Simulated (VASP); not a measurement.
# ZrO5 (P6/mmm) in VASP: notebook

The runs below take ZrO5 through single point, with PBE.

Program: VASP 6.6.1. These are calculated values, not measurements. Logs are shortened: lines on timing, memory, paths and dates and some standing lists are left out, and cuts for length are marked.

## Step 1: The cell of the first run

It takes space group P6/mmm (No. 191, hexagonal). Conventional cell: a = 4.298 Å, b = 4.298 Å, c = 5.553 Å, α = 90.00°, β = 90.00°, γ = 120.00°. Zr (site symmetry 6/mmm) has 8 O at 2.14 to 2.15 Å within 2.8 Å. Within 2.8 Å of O (site symmetry mmm) lie 2 Zr at 2.15 Å and 4 O at 2.15 Å. O (site symmetry 6mm) has 1 O at 1.27 Å within 1.7 Å.

## Step 2: Single point, PBE

File INCAR:

```
SYSTEM = ZrO5
PREC     = Accurate       ! precision mode
ENCUT    = 520            ! plane-wave cutoff, eV
EDIFF    = 1E-6           ! SCF threshold, eV
ISMEAR   = 0              ! smearing method
SIGMA    = 0.1            ! smearing width, eV
LREAL    = .FALSE.        ! projectors in reciprocal space
LASPH    = .TRUE.         ! aspherical terms in the spheres
NELM     = 80             ! most SCF steps
ALGO     = Normal         ! electronic algorithm
ISIF     = 2              ! what is computed and relaxed
LWAVE    = .FALSE.        ! write WAVECAR
LCHARG   = .FALSE.        ! write CHGCAR
GGA      = PE             ! functional
NBANDS   = 30             ! bands
```

File KPOINTS:

```
regular mesh
0
G
  6 6 4
  0 0 0
```

File POSCAR:

```
ZrO5
1.0
    4.2977771035      0.0000000000      0.0000000000
   -2.1488885518      3.7219841514      0.0000000000
    0.0000000000      0.0000000000      5.5531211326
Zr O
1 5
Direct
    0.0000000000      0.0000000000      0.0000000000
    0.5000038215      0.0000000000      0.0000000000
    0.0000000000      0.5000038215      0.0000000000
    0.4999961785      0.4999961785      0.0000000000
    0.0000000000      0.0000000000      0.3857272829
    0.0000000000      0.0000000000      0.6142727171
```

Potentials or basis: VASP PAW PBE potentials, release 64 (Zr_sv, O).

The run is started by

```sh
> cat potpaw_PBE.64/Zr_sv/POTCAR potpaw_PBE.64/O/POTCAR > POTCAR
> mpirun -np 1 vasp_std > vasp.out
```

OUTCAR:

```text
SYSTEM = ZrO5
   PREC = Accurate
   ENCUT = 520
   EDIFF = 1E-6
   ISMEAR = 0
   LREAL = .FALSE.
   LASPH = .TRUE.
   NELM = 80
   ISIF = 2
   GGA = PE

 ion  position               nearest neighbor table
   1  0.000  0.000  0.000-   5 2.14   6 2.14   4 2.15   3 2.15   2 2.15   4 2.15   3 2.15   2 2.15

   2  0.500  0.000  0.000-   1 2.15   1 2.15
   3  0.000  0.500  0.000-   1 2.15   1 2.15
   4  0.500  0.500  0.000-   1 2.15   1 2.15
   5  0.000  0.000  0.386-   6 1.27   1 2.14
   6  0.000  0.000  0.614-   5 1.27   1 2.14

  LATTYP: Found a hexagonal cell.
 ALAT       =     4.2977771035
 C/A-ratio  =     1.2920914693

  Lattice vectors:

 A1 = (   4.2977771035,   0.0000000000,   0.0000000000)
 A2 = (  -2.1488885518,   3.7219841514,   0.0000000000)
 A3 = (   0.0000000000,   0.0000000000,   5.5531211326)

Analysis of symmetry for initial positions (statically):
=====================================================================
 Subroutine PRICEL returns:
 Original cell was already a primitive cell.

 Routine SETGRP: Setting up the symmetry group for a
 hexagonal supercell.

 Subroutine GETGRP returns: Found 24 space group operations
 (whereof 24 operations were pure point group operations)
 out of a pool of 24 trial point group operations.

The static configuration has the point symmetry D_6h.

Analysis of symmetry for dynamics (positions and initial velocities):
=====================================================================
 Subroutine PRICEL returns:
 Original cell was already a primitive cell.

 Routine SETGRP: Setting up the symmetry group for a
 hexagonal supercell.

 Subroutine GETGRP returns: Found 24 space group operations
 (whereof 24 operations were pure point group operations)
 out of a pool of 24 trial point group operations.

The dynamic configuration has the point symmetry D_6h.

 Subroutine INISYM returns: Found 24 space group operations
 (whereof 24 operations are pure point group operations),
 and found     1 'primitive' translations

----------------------------------------------------------------------------------------

                                     Primitive cell

  volume of cell :      88.8292

  direct lattice vectors                    reciprocal lattice vectors
     4.297777103  0.000000000  0.000000000     0.232678423  0.134336950  0.000000000
    -2.148888552  3.721984151  0.000000000     0.000000000  0.268673901  0.000000000
     0.000000000  0.000000000  5.553121133     0.000000000  0.000000000  0.180078910

  length of vectors
     4.297777103  4.297777103  5.553121133     0.268673901  0.268673901  0.180078910

  position of ions in fractional coordinates (direct lattice)
     0.000000000  0.000000000  0.000000000
     0.500003822  0.000000000  0.000000000
     0.000000000  0.500003822  0.000000000
     0.499996178  0.499996178  0.000000000
     0.000000000  0.000000000  0.385727283
     0.000000000  0.000000000  0.614272717

  ion indices of the primitive-cell ions
   primitive index   ion index
                 1           1
                 2           2
                 3           3
                 4           4
                 5           5
                 6           6

----------------------------------------------------------------------------------------

 KPOINTS: regular mesh

Automatic generation of k-mesh.
 Grid dimensions read from file:
 generate k-points for:    6    6    4

 Generating k-lattice:

  Cartesian coordinates                     Fractional coordinates (reciprocal lattice)
     0.038779737  0.022389492  0.000000000     0.166666667  0.000000000  0.000000000
     0.000000000  0.044778983  0.000000000     0.000000000  0.166666667  0.000000000
     0.000000000  0.000000000  0.045019727     0.000000000  0.000000000  0.250000000

  Length of vectors
     0.044778983  0.044778983  0.045019727

  Shift w.r.t. Gamma in fractional coordinates (k-lattice)
     0.000000000  0.000000000  0.000000000

 Subroutine IBZKPT returns following result:
 ===========================================

 Found     21 irreducible k-points:

 Following reciprocal coordinates:
            Coordinates               Weight
  0.000000  0.000000  0.000000      1.000000
  0.166667 -0.000000  0.000000      6.000000
  0.333333  0.000000  0.000000      6.000000
  0.500000  0.000000  0.000000      3.000000
  0.166667  0.166667  0.000000      6.000000
  0.333333  0.166667  0.000000     12.000000
[... 13 lines left out ...]
  0.333333  0.166667  0.500000     12.000000
  0.333333  0.333333  0.500000      2.000000
   k-points           NKPTS =     21   k-points in BZ     NKDIM =     21   number of bands    NBANDS=     30
   number of dos      NEDOS =    301   number of ions     NIONS =      6
   total plane-waves  NPLWV =  43008
   dimension x,y,z NGX =    32 NGY =   32 NGZ =   42
   dimension x,y,z NGXF=    64 NGYF=   64 NGZF=   84
   ions per type =               1   5
   NGX,Y,Z   is equivalent  to a cutoff of  12.38, 12.38, 12.57 a.u.
   NGXF,Y,Z  is equivalent  to a cutoff of  24.76, 24.76, 25.15 a.u.
 SYSTEM =  ZrO5
   PREC   = accura    normal or accurate (medium, high low for compatibility)
   ISTART =      0    job   : 0-new  1-cont  2-samecut
   ICHARG =      2    charge: 1-file 2-atom 10-const
   ISPIN  =      1    spin polarized calculation?
   LNONCOLLINEAR =      F non collinear calculations
   LSORBIT =      F    spin-orbit coupling
   LASPH  =      T    aspherical Exc in radial PAW
   ENCUT  =  520.0 eV  38.22 Ry    6.18 a.u.   7.99  7.99 10.33*2*pi/ulx,y,z
   NELM   =     80;   NELMIN=  2; NELMDL= -5     # of ELM steps
   EDIFF  = 0.1E-05   stopping-criterion for ELM
   LREAL  =      F    real-space projection
   EDIFFG = 0.1E-04   stopping-criterion for IOM
   NSW    =      0    number of steps for IOM
   IBRION =     -1    ionic relax: 0-MD 1-quasi-New 2-CG
   NFREE  =      0    steps in history (QN), initial steepest desc. (CG)
   ISIF   =      2    stress and relaxation
   ISYM   =      2    0-nonsym 1-usesym 2-fastsym
   POTIM  = 0.5000    time-step for ionic-motion
   TEBEG  =    0.0;   TEEND  =   0.0 temperature during run
   PSTRESS=    0.0 pullay stress
   NELECT =      42.0000    total number of electrons
   NUPDOWN=      -1.0000    fix difference up-down
   EMIN   =  10.00;   EMAX   =-10.00  energy-range for DOS
   EFERMI =   0.00;   METHOD = LEGACY
   ISMEAR =     0;   SIGMA  =   0.10  broadening in eV -4-tet -1-fermi 0-gaus
   EFERMI_NEDOS =   21; number of points for ismear=-14 and -15
   IALGO  =     38    algorithm
   IMIX   =      4    mixing-type and parameters
     AMIX     =   0.40;   BMIX     =  1.00
     AMIX_MAG =   1.60;   BMIX_MAG =  1.00
  volume/ion in A,a.u.               =      14.80        99.91
  Fermi-wavevector in a.u.,A,eV,Ry     =   1.275379  2.410118 22.131137  1.626593
  Thomas-Fermi vector in A             =   2.408095
   LORBIT       =      0    0 simple, 1 ext, 2 COOP (PROOUT), +10 PAW based schemes
   GGA     = PE    functional components
   LHFCALC =     F    Hartree Fock is set to
   AEXX    =    0.0000 exact exchange contribution
   IVDW    =     0    specifies the selected vdW correction
   LEPSILON=     F    determine dielectric tensor
   LRPA    =     F    only Hartree local field effects (RPA)
 non-spin polarized calculation
 Gauss-broadening in eV      SIGMA  =   0.10
  energy-cutoff  :      520.00
  volume of cell :       88.83
 maximum number of plane-waves:      2412
 NGX is ok and might be reduce to    32
   NGX = 15   NGY = 15   NGZ = 21

 number of electron      42.0000008 magnetization

 Free energy of the ion-electron system (eV)
  ---------------------------------------------------
  ext. energy  EPLUGINS =         0.00000000
  ---------------------------------------------------
  free energy    TOTEN  =       -38.98462481 eV

  energy without entropy =      -38.91637065  energy(sigma->0) =      -38.95049773

 E-fermi :   0.9073     XC(G=0):  -8.7642

 val. band max:        0.9062108457   @ k =   0.0000   0.0000   0.5000
 cond. band min:       0.9090001487   @ k =   0.3333   0.0000   0.2500
 fundamental gap:      0.0027893030
 Fermi energy:         0.9073092069

 k-point     1 :       0.0000    0.0000    0.0000
  band No.  band energies     occupation
      1     -47.3730      2.00000
      2     -25.7421      2.00000
      3     -25.3956      2.00000
      4     -25.3956      2.00000
      5     -23.8007      2.00000
      6     -18.1764      2.00000
[... 22 lines left out ...]
     29       7.7045      0.00000
     30       9.4019      0.00000

 k-point     2 :       0.1667   -0.0000    0.0000
  band No.  band energies     occupation
      1     -47.3719      2.00000
      2     -25.7402      2.00000
      3     -25.4731      2.00000
      4     -25.4155      2.00000
      5     -23.7992      2.00000
      6     -17.8909      2.00000
[... 22 lines left out ...]
     29       8.0356      0.00000
     30       9.3943      0.00000

 k-point     3 :       0.3333    0.0000    0.0000
  band No.  band energies     occupation
      1     -47.3697      2.00000
      2     -25.7365      2.00000
      3     -25.6189      2.00000
      4     -25.4545      2.00000
      5     -23.7964      2.00000
      6     -17.2007      2.00000
[... 22 lines left out ...]
     29       9.2187      0.00000
     30       9.3655      0.00000

 k-point     4 :       0.5000    0.0000    0.0000
  band No.  band energies     occupation
      1     -47.3685      2.00000
      2     -25.7346      2.00000
      3     -25.6879      2.00000
      4     -25.4737      2.00000
      5     -23.7949      2.00000
      6     -16.5059      2.00000
[... 517 lines left out ...]
     29       8.7608      0.00000
     30      11.0842      0.00000

 k-point    20 :       0.3333    0.1667    0.5000
  band No.  band energies     occupation
      1     -47.3685      2.00000
      2     -25.8900      2.00000
      3     -25.6529      2.00000
      4     -25.5112      2.00000
      5     -23.5043      2.00000
      6     -16.6685      2.00000
[... 22 lines left out ...]
     29       9.8506      0.00000
     30      11.0395      0.00000

 k-point    21 :       0.3333    0.3333    0.5000
  band No.  band energies     occupation
      1     -47.3679      2.00000
      2     -25.8890      2.00000
      3     -25.6054      2.00000
      4     -25.6054      2.00000
      5     -23.5039      2.00000
      6     -16.1802      2.00000
[... 22 lines left out ...]
     29      10.6867      0.00000
     30      10.6868      0.00000

------------------------ aborting loop because EDIFF is reached ----------------------------------------

  FORCE on cell =-STRESS in cart. coord.  units (eV):
  Direction    XX          YY          ZZ          XY          YZ          ZX
  --------------------------------------------------------------------------------------
  -------------------------------------------------------------------------------------
  Total        0.0185357      0.0185357      0.6357462     -0.0000000      0.0000000      0.0000000
  in kB        0.3343216      0.3343216     11.4667098     -0.0000000      0.0000000      0.0000000
  external PRESSURE =       4.0451177 kB  Pullay stress =       0.0000000 kB

 VOLUME and BASIS-vectors are now :
 -----------------------------------------------------------------------------
  energy-cutoff  :      520.00
  volume of cell :       88.83
      direct lattice vectors                 reciprocal lattice vectors
     4.297777103  0.000000000  0.000000000     0.232678423  0.134336950  0.000000000
    -2.148888552  3.721984151  0.000000000     0.000000000  0.268673901  0.000000000
     0.000000000  0.000000000  5.553121133     0.000000000  0.000000000  0.180078910

 POSITION                                       TOTAL-FORCE (eV/Angst)
 -----------------------------------------------------------------------------------
      0.00000      0.00000      0.00000         0.000000      0.000000     -0.000000
      2.14890      0.00000      0.00000        -0.000000      0.000000     -0.000000
     -1.07445      1.86101      0.00000         0.000000      0.000000     -0.000000
      1.07444      1.86098      0.00000         0.000000      0.000000     -0.000000
      0.00000      0.00000      2.14199         0.000000     -0.000000     -0.612975
      0.00000      0.00000      3.41113         0.000000     -0.000000      0.612975
 -----------------------------------------------------------------------------------
    total drift:                               -0.000000     -0.000000      0.000000

  FREE ENERGIE OF THE ION-ELECTRON SYSTEM (eV)
  ---------------------------------------------------
  free  energy   TOTEN  =       -38.9846248111 eV

  energy  without entropy=      -38.9163706513  energy(sigma->0) =      -38.95049773
```

Run time: 28 s. Hardware: 1 thread of Intel Xeon 6975P-C (Granite Rapids), shared host; peak memory 0.21 GiB.

Results:

```yaml
Free_energy: -38.9846 eV
Pressure: 0.4 GPa
Largest_force: 0.613 eV/Å
Band_gap_on_the_k_mesh: zero (band 21 reaches 1.00 eV, above the bottom of band 22 at 0.78 eV)
```

Forces in eV/Å, atoms in the order of the input:
```
Zr   0.000  0.000  0.000
O    0.000  0.000  0.000
O    0.000  0.000  0.000
O    0.000  0.000  0.000
O    0.000  0.000 -0.613
O    0.000  0.000  0.613
```

Levels at points of the mesh, in eV from the Fermi level:
```
           k point  band 17  band 18  band 19  band 20  band 21  band 22  band 23  band 24  band 25  band 26
(0.00, 0.00, 0.00)    -0.79    -0.79    -0.73    -0.73    -0.23     1.89     1.89     4.25     4.25     5.36
(0.50, 0.00, 0.00)    -1.93    -1.77    -1.76    -1.53     0.10     0.12     1.42     4.86     5.66     6.20
(0.00, 0.00, 0.50)    -0.80    -0.80    -0.23     0.00     0.00     1.89     1.89     3.35     3.35     3.76
(0.50, 0.00, 0.50)    -1.97    -1.76    -1.53    -1.12    -0.19    -0.03     1.42     4.01     4.21     5.18
```

## Step 3: Single point, PBE, collinear spin, ferromagnetic start

File INCAR:

```
ALGO = Normal
EDIFF = 1E-6
ENCUT = 520
GGA = PE
ISIF = 2
ISMEAR = 0
ISPIN = 2
LASPH = T
LCHARG = F
LMAXMIX = 4
LORBIT = 11
LREAL = F
LWAVE = F
MAGMOM = 1 0 0 0 0 0
NBANDS = 34
NELM = 150
PREC = Accurate
SIGMA = 0.1
```

File KPOINTS:

```
k-points
0
Gamma
  6 6 4
```

File POSCAR:

```
ZrO5
1.0
    4.2977771035      0.0000000000      0.0000000000
   -2.1488885518      3.7219841514      0.0000000000
    0.0000000000      0.0000000000      5.5531211326
Zr O
1 5
Direct
    0.0000000000      0.0000000000      0.0000000000
    0.5000000000      0.0000000000      0.0000000000
    0.0000000000      0.5000000000      0.0000000000
    0.5000000000      0.5000000000      0.0000000000
    0.0000000000      0.0000000000      0.3857272829
    0.0000000000      0.0000000000      0.6142727171
```

Potentials or basis: VASP PAW PBE potentials, release 64 (Zr_sv, O).

The run is started by

```sh
> cat potpaw_PBE.64/Zr_sv/POTCAR potpaw_PBE.64/O/POTCAR > POTCAR
> mpirun -np 1 vasp_std > vasp.out
```

Wall time 79 s (1 thread of Intel Xeon 6975P-C (Granite Rapids), shared host); peak memory 0.27 GiB.

The run converged. Its results:

```yaml
Free_energy: -38.9846 eV
Pressure: 0.4 GPa
Largest_force: 0.614 eV/Å
Band_gap_on_the_k_mesh: zero (filled and empty bands overlap)
Net_moment: 0.00 μB per cell
Valence_electrons_inside_the_program's_atomic_spheres: Zr 9.58; O 4.85, 4.97
```

Forces on the atoms (eV/Å):
```
Zr   0.000  0.000  0.000
O    0.000  0.000  0.000
O    0.000  0.000  0.000
O    0.000  0.000  0.000
O    0.000  0.000 -0.614
O    0.000  0.000  0.614
```

Stress tensor (GPa, compression positive):
```
0.05 0.00 0.00
0.00 0.05 0.00
0.00 0.00 1.12
```

Levels at points of the mesh, in eV from the Fermi level:
Spin up:
```tsv
k point	band 18	band 19	band 20	band 21	band 22	band 23	band 24	band 25
(0.00, 0.00, 0.00)	-0.79	-0.73	-0.73	-0.23	1.89	1.89	4.25	4.25
(0.50, 0.00, 0.00)	-1.77	-1.76	-1.53	0.10	0.12	1.42	4.86	5.66
(0.00, 0.00, 0.50)	-0.80	-0.23	0.00	0.00	1.89	1.89	3.35	3.35
(0.50, 0.00, 0.50)	-1.76	-1.53	-1.12	-0.19	-0.03	1.42	4.01	4.21
```
Spin down:
```csv
k point,band 17,band 18,band 19,band 20,band 21,band 22,band 23,band 24,band 25,band 26
"(0.00, 0.00, 0.00)",-0.79,-0.79,-0.73,-0.73,-0.23,1.89,1.89,4.25,4.25,5.36
"(0.50, 0.00, 0.00)",-1.93,-1.77,-1.76,-1.53,0.10,0.12,1.42,4.86,5.66,6.20
"(0.00, 0.00, 0.50)",-0.80,-0.80,-0.23,0.00,0.00,1.89,1.89,3.35,3.35,3.76
"(0.50, 0.00, 0.50)",-1.97,-1.76,-1.53,-1.12,-0.19,-0.03,1.42,4.01,4.21,5.18
```
